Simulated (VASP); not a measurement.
Input of a VASP 6.6.1 run:

The input INCAR:

```
  PREC = Accurate
  ENCUT = 520
  EDIFF = 1E-6
  ISMEAR = -1
  SIGMA = 0.05
  LREAL = F
  LASPH = T
  NELM = 150
  ALGO = Normal
  ISIF = 2
  LWAVE = F
  LCHARG = F
  ISPIN = 2
  MAGMOM = 0.797 0.797
  LORBIT = 11
  LMAXMIX = 4
  NBANDS = 21
```

The input KPOINTS:

```
regular mesh
0
Gamma
  12 12 12
```

POSCAR

```
Ni
1.0
    0.0000000000      2.4021924884      2.4021924884
    2.4021924884      0.0000000000      2.4021924884
    2.4021924884      2.4021924884      0.0000000000
Ni
2
Direct
    0.1250000000      0.1250000000      0.1250000000
    0.8750000000      0.8750000000      0.8750000000
```

Potentials or basis: VASP PAW LDA potentials, release 64 (Ni).

Run with:

```console
$ cat potpaw_LDA.64/Ni/POTCAR > POTCAR
$ mpirun -np 1 vasp_std > vasp.out
```

Problem. Predict the site moments.

Solution. Ni +0.73 μB.

Problem. Predict the net moment.

Solution. 1.48 μB per cell.

Problem. What does it give for the pressure?

Solution. 11.6 GPa.

Caveat: the cell stands under pressure.
